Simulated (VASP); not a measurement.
A run of VASP 6.6.1 is set up as follows.

File POSCAR:

```
TiAl3
1.0
   -1.8982801649      1.8982801649      4.2519386083
    1.8982801649     -1.8982801649      4.2519386083
    1.8982801649      1.8982801649     -4.2519386083
Ti Al
1 3
Direct
    0.0000000000      0.0000000000      0.0000000000
    0.2500000000      0.7500000000      0.5000000000
    0.7500000000      0.2500000000      0.5000000000
    0.5000000000      0.5000000000      0.0000000000
```

Contents of INCAR.step1:

```
SYSTEM = TiAl3
ALGO = Normal ; EDIFF = 1E-4
ENCUT = 520 ; GGA = PE
ISMEAR = -1 ; LASPH = .TRUE.
LCHARG = .FALSE. ; LREAL = .FALSE.
LWAVE = .TRUE. ; NBANDS = 18
NELM = 100 ; PREC = Accurate
SIGMA = 0.05
```

INCAR.step2

```
SYSTEM = TiAl3
ALGO = Normal ; EDIFF = 1E-6
ENCUT = 520 ; ISIF = 2
ISMEAR = -1 ; ISTART = 1
LASPH = .TRUE. ; LCHARG = .FALSE.
LMIXTAU = .TRUE. ; LREAL = .FALSE.
LWAVE = .FALSE. ; METAGGA = R2SCAN
NBANDS = 18 ; NELM = 100
PREC = Accurate ; SIGMA = 0.05
```

KPOINTS

```
k-points
0
G
  10 10 10
  0 0 0
```

Potentials or basis: VASP PAW PBE potentials, release 64 (Ti_sv, Al).

Command:

```sh
$ cat potpaw_PBE.64/Ti_sv/POTCAR potpaw_PBE.64/Al/POTCAR > POTCAR
$ cp INCAR.step1 INCAR
$ mpirun -np 1 vasp_std > vasp.out
$ cp INCAR.step2 INCAR
$ mpirun -np 1 vasp_std > vasp.out
```

Question: What does it give for the pressure?

Answer: 2.4 GPa.

Question: Predict the band gap on the k mesh.

Answer: Zero (an odd number of electrons rules out a gap without spin polarisation).

Stress tensor (GPa, compression positive):
```
2.58 0.00 0.00
0.00 2.58 0.00
0.00 0.00 2.17
```

Caveat: the PAW data sets were made with another functional, which shifts forces and pressure a little.
